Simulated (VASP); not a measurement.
Pt: single point with PBEsol

Crystal: Pt.

```
Pt
1.0
     2.87109    0.00000    0.00000
    -1.43555    2.48644    0.00000
     0.00000    0.00000    4.79213
Pt
2
Direct
  0.66667 0.33333 0.75000
  0.33333 0.66667 0.25000
```

This cell differs from its parent crystal: strain +0.040 along x and y, +0.000 along z.

```json
{"Program": "VASP 6.6.1", "Task": "single point", "Functional": "PBEsol", "Potentials or basis": "VASP PAW PBE potentials, release 64 (Pt)", "Cutoff": "520 eV", "k mesh": "18 × 18 × 10", "Occupations": "gaussian, width 0.15 eV", "Spin": "no spin polarisation"}
```

- Pressure: -25.2 GPa
- Band gap on the k mesh: zero (band 10 reaches 9.13 eV, above the bottom of band 11 at 8.08 eV)

Stress tensor (GPa, compression positive):
```
-26.83   0.00   0.00
  0.00 -26.83   0.00
  0.00   0.00 -21.85
```

Levels at points of the mesh, in eV from the Fermi level:
| k point | band 6 | band 7 | band 8 | band 9 | band 10 | band 11 | band 12 | band 13 | band 14 | band 15 |
| --- | --- | --- | --- | --- | --- | --- | --- | --- | --- | --- |
| (0.00, 0.00, 0.00) | -2.61 | -2.61 | -1.81 | -1.81 | -0.22 | -0.22 | -0.18 | 4.61 | 14.97 | 16.27 |
| (0.50, 0.00, 0.00) | -2.47 | -2.39 | 0.08 | 0.09 | 0.30 | 2.02 | 3.26 | 7.00 | 8.66 | 8.88 |
| (0.00, 0.00, 0.50) | -3.02 | -3.02 | -3.02 | -0.74 | -0.74 | -0.74 | -0.74 | 12.12 | 12.12 | 15.33 |
| (0.50, 0.00, 0.50) | -1.69 | -0.71 | -0.71 | 0.22 | 0.22 | 1.68 | 1.68 | 5.70 | 5.70 | 14.24 |

It took 36 s on 1 thread of Intel(R) Xeon(R) 6975P-C (Granite Rapids), with other jobs on the host, peak memory 0.22 GiB.

Caveat: the cell differs from its parent crystal (strain +0.040 along x and y, +0.000 along z); the PAW data sets were made with another functional, which shifts forces and pressure a little; spin-orbit coupling is left out, which moves the levels of the heavy elements.
